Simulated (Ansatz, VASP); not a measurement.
One calculation of BaBe3, two programs

```
Ba Be
1.0
    -1.89356    1.89356    4.22978
     1.89356   -1.89356    4.22978
     1.89356    1.89356   -4.22978
Ba Be
1 3
Direct
  0.00000 0.00000 0.00000
  0.50000 0.50000 0.00000
  0.25000 0.75000 0.50000
  0.75000 0.25000 0.50000
```

Alike in both runs: task relaxation of cell and atoms; functional r2SCAN; k mesh 6 × 6 × 6; occupations gaussian, width 0.1 eV; no spin polarisation.

|  | VASP | Ansatz |
| --- | --- | --- |
| version | VASP 6.6.1 | Ansatz 0.2.0 |
| potentials or method | VASP PAW PBE potentials, release 64 (Ba_sv, Be), cutoff 600 eV | scalar-relativistic, plane waves, PAW |
| valence electrons in the cell | 16 | 16 |

Ansatz gave:

* gap on the k mesh at the Fermi level, each at its own relaxed structure (eV): none
* relaxed volume (Å³/atom): 19.10
* relaxed length of the cell vector where the two differ most in proportion (Å): 4.770

Problem. What did VASP give for the same quantities?

Solution. gap on the k mesh at the Fermi level, each at its own relaxed structure (eV): none; relaxed volume (Å³/atom): 19.20; relaxed length of the cell vector where the two differ most in proportion (Å): 4.765.

VASP's potentials were made for PBE, not for r2SCAN. A gap of «none» marks a metal or a gap that the smearing closes.

The k mesh is coarse, so the values compare programs but aren't converged. Neither program's run includes spin-orbit coupling. Noted on VASP's run: the volume moved by over 15 % at a fixed basis, so the end points are rough.
